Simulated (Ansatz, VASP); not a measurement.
Nb in VASP and in Ansatz

The input INCAR:

```
SYSTEM = Nb
PREC = Accurate ; ENCUT = 500
EDIFF = 1E-7 ; ISMEAR = -1
SIGMA = 0.1 ; LREAL = .FALSE.
LASPH = .TRUE. ; NELM = 120
ALGO = Normal ; ISIF = 3
LWAVE = .FALSE. ; LCHARG = .FALSE.
GGA = PE ; IBRION = 2
NSW = 80 ; EDIFFG = -0.01
GGA_COMPAT = .FALSE. ; NELMIN = 4
```

File KPOINTS:

```
regular mesh
0
G
  8 8 11
  0 0 0
```

POSCAR

```
Nb
1.0
    4.6658771090      0.0000000000      0.0000000000
   -2.3329385545      4.0407681073      0.0000000000
    0.0000000000      0.0000000000      2.8601826678
Nb
3
Direct
    0.0000000000      0.0000000000      0.0000000000
    0.3333333333      0.6666666667      0.5000000000
    0.6666666667      0.3333333333      0.5000000000
```

Input for Ansatz:

```yaml
crystal:
  lattice:
    - [4.665877109, 0.0, 0.0]
    - [-2.3329385545, 4.0407681073, 0.0]
    - [0.0, 0.0, 2.8601826678]
  atoms:
    - { symbol: Nb, position: [0.0, 0.0, 0.0] }
    - { symbol: Nb, position: [0.3333333333, 0.6666666667, 0.5] }
    - { symbol: Nb, position: [0.6666666667, 0.3333333333, 0.5] }
hamiltonian:
  xc: pbe
  pseudopotentials:
    kind: paw
    azcp:
      Nb: "pseudopotentials/Nb.paw.azcp"
basis:
  ecutwfc: 420
  fft_grid_basis: typed
kpoints:
  mp_grid: { grid: [8, 8, 11], shift: [0, 0, 0] }
magnetization:
  spin_polarized: false
scf:
  occupations: { method: fermi_dirac, width: 0.1 }
relax:
  max_steps: 60
  f_tol: 0.01
  cell: {}
```

Alike in both runs: task relaxation of cell and atoms; functional PBE; k mesh 8 × 8 × 11; occupations fermi-dirac, width 0.1 eV; no spin polarisation.

|  | VASP | Ansatz |
| --- | --- | --- |
| version | VASP 6.6.1 | Ansatz 0.2.0 |
| potentials or method | VASP PAW PBE potentials, release 64 (Nb_sv), cutoff 500 eV | plane waves (420 eV) with PAW, scalar-relativistic |
| valence electrons in the cell | 39 | 39 |

Ansatz gave:

| Quantity | Value |
| --- | --- |
| relaxed volume (Å³/atom) | 18.50 |
| relaxed cell length with the largest relative difference (Å) | 4.883 |

Which values does VASP return?

Relaxed volume (Å³/atom): 18.45; relaxed cell length with the largest relative difference (Å): 4.877.
